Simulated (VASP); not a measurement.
Input of a VASP 6.6.1 run:

File INCAR:

```
PREC     = Accurate       # precision mode
ENCUT    = 520            # plane-wave cutoff, eV
EDIFF    = 1E-7           # SCF threshold, eV
ISMEAR   = 0              # smearing method
SIGMA    = 0.1            # smearing width, eV
LREAL    = F              # projectors in reciprocal space
LASPH    = T              # aspherical terms in the spheres
NELM     = 60             # most SCF steps
ALGO     = Normal         # electronic algorithm
ISIF     = 2              # what is computed and relaxed
LWAVE    = F              # write WAVECAR
LCHARG   = T              # write CHGCAR
GGA      = PS             # functional
LELF     = T              # ELF
LVHAR    = T            
NBANDS   = 18             # bands
```

File KPOINTS:

```
Automatic mesh
0
Gamma
  12 12 8
```

Contents of POSCAR:

```
Y
1.0
    3.5977714104      0.0000000000      0.0000000000
   -1.7988857052      3.1157614384      0.0000000000
    0.0000000000      0.0000000000      5.5853719775
Y
2
Direct
    0.3333333333      0.6666666667      0.2500000000
    0.6666666667      0.3333333333      0.7500000000
```

Potentials or basis: VASP PAW PBE potentials, release 64 (Y_sv).

The run is started by

```sh
$ cat potpaw_PBE.64/Y_sv/POTCAR > POTCAR
$ mpirun -np 1 vasp_std > vasp.out
```

Task: Estimate the pressure.

Result: -0.1 GPa.

Task: Estimate the band gap on the k mesh.

Result: Zero (band 11 reaches 4.24 eV, above the bottom of band 12 at 2.67 eV).

Caveat: the PAW data sets were made with another functional, which shifts forces and pressure a little.
